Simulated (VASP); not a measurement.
# HfN (F-43m) in VASP: notebook

HfN is run at these levels: PBEsol; tasks: relaxation of cell and atoms.

All numbers are computed with VASP 6.6.1; they aren't measurements. Logs are shortened: lines on timing, memory, paths and dates and some standing lists are left out, and cuts for length are marked.

### 1 The cell of the first run

It takes space group F-43m (No. 216, cubic). The conventional cell has a = 4.910 Å, b = 4.910 Å, c = 4.910 Å, α = 90.00°, β = 90.00°, γ = 90.00°. Within 2.8 Å of Hf (site symmetry -43m) lie 4 N at 2.13 Å. Within 2.8 Å of N (site symmetry -43m) lie 4 Hf at 2.13 Å.

### 2 Relaxation of cell and atoms, PBEsol, target pressure 6 GPa, at which the enthalpy is minimised

INCAR

```
PREC = Accurate
ENCUT = 600
EDIFF = 1E-7
ISMEAR = -1
SIGMA = 0.1
LREAL = False
LASPH = True
NELM = 120
ALGO = Normal
ISIF = 3
LWAVE = False
LCHARG = False
GGA = PS
IBRION = 2
NSW = 60
EDIFFG = -0.01
PSTRESS = 60.0
GGA_COMPAT = False
NELMIN = 4
```

KPOINTS

```
regular mesh
0
Gamma
  11 11 11
```

POSCAR

```
HfN
1.0
    0.0000000000      2.4548220000      2.4548220000
    2.4548220000      0.0000000000      2.4548220000
    2.4548220000      2.4548220000      0.0000000000
Hf N
1 1
Direct
    0.0000000000      0.0000000000      0.0000000000
    0.2500000000      0.2500000000      0.2500000000
```

Potentials or basis: VASP PAW PBE potentials, release 64 (Hf_pv, N).

The run is started by

```sh
$ cat potpaw_PBE.64/Hf_pv/POTCAR potpaw_PBE.64/N/POTCAR > POTCAR
$ mpirun -np 1 vasp_std > vasp.out
```

OUTCAR:

```text
PREC = Accurate
   ENCUT = 600
   EDIFF = 1E-7
   ISMEAR = -1
   LREAL = False
   LASPH = True
   NELM = 120
   ISIF = 3
   GGA = PS
   IBRION = 2
   NSW = 60
   EDIFFG = -0.01
   PSTRESS = 60.0
   NELMIN = 4

 ion  position               nearest neighbor table
   1  0.000  0.000  0.000-   2 2.13   2 2.13   2 2.13   2 2.13
   2  0.250  0.250  0.250-   1 2.13   1 2.13   1 2.13   1 2.13

  LATTYP: Found a face centered cubic cell.
 ALAT       =     4.9096440000

  Lattice vectors:

 A1 = (   0.0000000000,   2.4548220000,   2.4548220000)
 A2 = (   2.4548220000,   0.0000000000,   2.4548220000)
 A3 = (   2.4548220000,   2.4548220000,   0.0000000000)

Analysis of symmetry for initial positions (statically):
=====================================================================
 Subroutine PRICEL returns:
 Original cell was already a primitive cell.

 Routine SETGRP: Setting up the symmetry group for a
 face centered cubic supercell.

 Subroutine GETGRP returns: Found 24 space group operations
 (whereof 24 operations were pure point group operations)
 out of a pool of 48 trial point group operations.

The static configuration has the point symmetry T_d .

Analysis of symmetry for dynamics (positions and initial velocities):
=====================================================================
 Subroutine PRICEL returns:
 Original cell was already a primitive cell.

 Routine SETGRP: Setting up the symmetry group for a
 face centered cubic supercell.

 Subroutine GETGRP returns: Found 24 space group operations
 (whereof 24 operations were pure point group operations)
 out of a pool of 48 trial point group operations.

The dynamic configuration has the point symmetry T_d .

 Subroutine INISYM returns: Found 24 space group operations
 (whereof 24 operations are pure point group operations),
 and found     1 'primitive' translations

----------------------------------------------------------------------------------------

                                     Primitive cell

  volume of cell :      29.5863

  direct lattice vectors                    reciprocal lattice vectors
     0.000000000  2.454822000  2.454822000    -0.203680756  0.203680756  0.203680756
     2.454822000  0.000000000  2.454822000     0.203680756 -0.203680756  0.203680756
     2.454822000  2.454822000  0.000000000     0.203680756  0.203680756 -0.203680756

  length of vectors
[... 92 lines left out ...]
   PSTRESS=   60.0 pullay stress
   NELECT =      15.0000    total number of electrons
   NUPDOWN=      -1.0000    fix difference up-down
   EMIN   =  10.00;   EMAX   =-10.00  energy-range for DOS
   EFERMI =   0.00;   METHOD = LEGACY
   ISMEAR =    -1;   SIGMA  =   0.10  broadening in eV -4-tet -1-fermi 0-gaus
   EFERMI_NEDOS =   21; number of points for ismear=-14 and -15
   IALGO  =     38    algorithm
   IMIX   =      4    mixing-type and parameters
     AMIX     =   0.40;   BMIX     =  1.00
     AMIX_MAG =   1.60;   BMIX_MAG =  1.00
  volume/ion in A,a.u.               =      14.79        99.83
  Fermi-wavevector in a.u.,A,eV,Ry     =   1.305395  2.466839 23.185087  1.704056
  Thomas-Fermi vector in A             =   2.436267
   LORBIT       =      0    0 simple, 1 ext, 2 COOP (PROOUT), +10 PAW based schemes
   GGA     = PS    functional components
   LHFCALC =     F    Hartree Fock is set to
   AEXX    =    0.0000 exact exchange contribution
   IVDW    =     0    specifies the selected vdW correction
   LEPSILON=     F    determine dielectric tensor
   LRPA    =     F    only Hartree local field effects (RPA)
 conjugate gradient relaxation of ions
 non-spin polarized calculation
  energy-cutoff  :      600.00
  volume of cell :       29.59
 maximum number of plane-waves:       998
   NGX = 13   NGY = 13   NGZ = 13

--------------------------------------- Ionic step        1  -------------------------------------------

 number of electron      15.0000001 magnetization

 Free energy of the ion-electron system (eV)
  ---------------------------------------------------
  ext. energy  EPLUGINS =         0.00000000
  ---------------------------------------------------
  free energy    TOTEN  =       -22.26608561 eV

  energy without entropy =      -22.24620737  energy(sigma->0) =      -22.25614649

------------------------ aborting loop because EDIFF is reached ----------------------------------------

  FORCE on cell =-STRESS in cart. coord.  units (eV):
  Direction    XX          YY          ZZ          XY          YZ          ZX
  --------------------------------------------------------------------------------------
  -------------------------------------------------------------------------------------
  Total       -1.0983840     -1.0983840     -1.0983840      0.0000000      0.0000000      0.0000000
  in kB      -59.4805229    -59.4805229    -59.4805229      0.0000000      0.0000000      0.0000000
  external PRESSURE =    -119.4805229 kB  Pullay stress =      60.0000000 kB
[... 101 lines left out ...]
--------------------------------------- Ionic step        4  -------------------------------------------

 number of electron      15.0000001 magnetization

 Free energy of the ion-electron system (eV)
  ---------------------------------------------------
  ext. energy  EPLUGINS =         0.00000000
  ---------------------------------------------------
  free energy    TOTEN  =       -22.26910727 eV

  energy without entropy =      -22.25006546  energy(sigma->0) =      -22.25958636

 E-fermi :   6.0410     XC(G=0): -11.6724

 val. band max:        5.9280718239   @ k =   0.4545   0.2727   0.0909
 cond. band min:       6.0549040310   @ k =   0.0909   0.0909   0.0000
 fundamental gap:      0.1268322071
 Fermi energy:         6.0410478763

 k-point     1 :       0.0000    0.0000    0.0000
  band No.  band energies     occupation
      1     -24.8050      2.00000
      2     -24.8050      2.00000
      3     -24.8050      2.00000
      4     -10.3447      2.00000
      5       0.3240      2.00000
      6       0.3240      2.00000
      7       0.3240      2.00000
      8       5.4548      1.99433
      9       8.3864      0.00000
     10       8.3864      0.00000
     11      13.0083      0.00000
[... 309 lines left out ...]
 k-point    24 :      -0.1818    0.1818    0.0000
  band No.  band energies     occupation
      1     -25.1465      2.00000
      2     -24.9362      2.00000
      3     -24.8460      2.00000
      4      -9.4519      2.00000
      5      -0.3034      2.00000
      6       0.8093      2.00000
      7       0.8345      2.00000
      8       7.2250      0.00001
      9       7.9849      0.00000
     10       8.5397      0.00000
     11      11.7713      0.00000

 [... further k-points ...]
[... 5 lines left out ...]
  --------------------------------------------------------------------------------------
  -------------------------------------------------------------------------------------
  Total        1.0370557      1.0370557      1.0370557      0.0000000     -0.0000000      0.0000000
  in kB       59.4692088     59.4692088     59.4692088      0.0000000     -0.0000000      0.0000000
  external PRESSURE =      -0.5307912 kB  Pullay stress =      60.0000000 kB
[... 21 lines left out ...]
  energy  without entropy=      -22.2500654564  energy(sigma->0) =      -22.25958636

  enthalpy is  TOTEN    =       -21.2227953871 eV   P V=        1.0463118795

 reached required accuracy - stopping structural energy minimisation
```

CONTCAR:

```text
HfN
   1.00000000000000
     0.0000000000000000    2.4084085714420600    2.4084085714420600
     2.4084085714420600    0.0000000000000000    2.4084085714420600
     2.4084085714420600    2.4084085714420600    0.0000000000000000
  Hf              N
     1     1
Direct
     0.0000000000000000    1.0000000000000000    0.0000000000000000
     0.2500000000000000    0.2500000000000000    0.2500000000000000

  0.00000000E+00  0.00000000E+00  0.00000000E+00
  0.00000000E+00  0.00000000E+00  0.00000000E+00
```

It took 31 s on 1 thread of Intel Xeon 6975P-C (Granite Rapids), shared host; peak memory 0.18 GiB.

Results:

```
Free energy                                                : -22.2691 eV
Relaxed volume                                             : 13.97 Å³/atom
Relaxed cell                                               : a = 3.406 Å, b = 3.406 Å, c = 3.406 Å, α = 60.00°, β = 60.00°, γ = 60.00°
Space group after relaxing (to 0.1 Å)                      : F-43m (No. 216)
Energy change on relaxing (the run minimises the enthalpy) : -1.5 meV/atom
Ionic steps                                                : 4
Pressure after relaxing                                    : 5.9 GPa
Band gap on the k mesh                                     : zero (an odd number of electrons rules out a gap without spin polarisation)
```

The path:
| step | energy change (eV) | largest force (eV/Å) | pressure (GPa) | volume (Å³) |
| --- | --- | --- | --- | --- |
| 1 | 0.0000 | 0.0000 | -5.95 | 29.59 |
| 2 | 0.3502 | 0.0000 | 36.67 | 25.11 |
| 3 | -0.0047 | 0.0000 | 5.56 | 27.99 |
| 4 | -0.0030 | 0.0000 | 5.95 | 27.94 |

Final structure:
```
CELL_PARAMETERS angstrom
0.00000 2.40841 2.40841
2.40841 0.00000 2.40841
2.40841 2.40841 0.00000
ATOMIC_POSITIONS crystal
Hf 0.00000 0.00000 0.00000
N 0.25000 0.25000 0.25000
```

Levels at points of the mesh, in eV from the Fermi level:
```
           k point  band 4  band 5  band 6  band 7  band 8  band 9  band 10  band 11
(0.00, 0.00, 0.00)  -16.39   -5.72   -5.72   -5.72   -0.59    2.35     2.35     6.97
```

Caveat: the cell is relaxed towards a set pressure, so the run minimises the enthalpy, not the energy; the PAW data sets were made with another functional, which shifts forces and pressure a little; spin-orbit coupling is left out, which moves the levels of the heavy elements.

### 3 Relaxation of cell and atoms, PBEsol, target pressure 8 GPa, at which the enthalpy is minimised

INCAR

```
SYSTEM = HfN
PREC = Accurate
ENCUT = 600
EDIFF = 1E-7
ISMEAR = -1
SIGMA = 0.1
LREAL = .False.
LASPH = .True.
NELM = 120
ALGO = Normal
ISIF = 3
LWAVE = .False.
LCHARG = .False.
GGA = PS
IBRION = 2
NSW = 60
EDIFFG = -0.01
PSTRESS = 80.0
GGA_COMPAT = .False.
NELMIN = 4
```

KPOINTS

```
Automatic mesh
0
Gamma
  11 11 11
  0 0 0
```

POSCAR is that of step 2.

Potentials or basis: VASP PAW PBE potentials, release 64 (Hf_pv, N).

The run is started by

```sh
$ cat potpaw_PBE.64/Hf_pv/POTCAR potpaw_PBE.64/N/POTCAR > POTCAR
$ mpirun -np 1 vasp_std > vasp.out
```

Run time: 31 s. Hardware: 1 thread of Intel Xeon 6975P-C (Granite Rapids), shared host; peak memory 0.18 GiB.

It converged, with:

- Free energy: -22.2591 eV
- Relaxed volume: 13.85 Å³/atom
- Relaxed cell: a = 3.397 Å, b = 3.397 Å, c = 3.397 Å, α = 60.00°, β = 60.00°, γ = 60.00°
- Space group after relaxing (to 0.1 Å): F-43m (No. 216)
- Energy change on relaxing (the run minimises the enthalpy): +3.5 meV/atom
- Ionic steps: 4
- Pressure after relaxing: 7.9 GPa
- Band gap on the k mesh: zero (an odd number of electrons rules out a gap without spin polarisation)

Step by step:
```
step  energy change (eV)  largest force (eV/Å)  pressure (GPa)  volume (Å³)
   1              0.0000                0.0000           -5.95        29.59
   2              0.5331                0.0000           47.08        24.41
   3              0.0039                0.0000            7.36        27.77
   4              0.0070                0.0000            7.91        27.71
```

Final structure:
```
CELL_PARAMETERS angstrom
0.00000 2.40175 2.40175
2.40175 0.00000 2.40175
2.40175 2.40175 0.00000
ATOMIC_POSITIONS crystal
Hf 0.00000 0.00000 0.00000
N 0.25000 0.25000 0.25000
```

Levels at points of the mesh, in eV from the Fermi level:
```
           k point  band 3  band 4  band 5  band 6  band 7  band 8  band 9  band 10  band 11
(0.00, 0.00, 0.00)  -30.82  -16.43   -5.76   -5.76   -5.76   -0.57    2.37     2.37     7.02
```

Caveat: the cell is relaxed towards a set pressure, so the run minimises the enthalpy, not the energy; the PAW data sets were made with another functional, which shifts forces and pressure a little; spin-orbit coupling is left out, which moves the levels of the heavy elements.
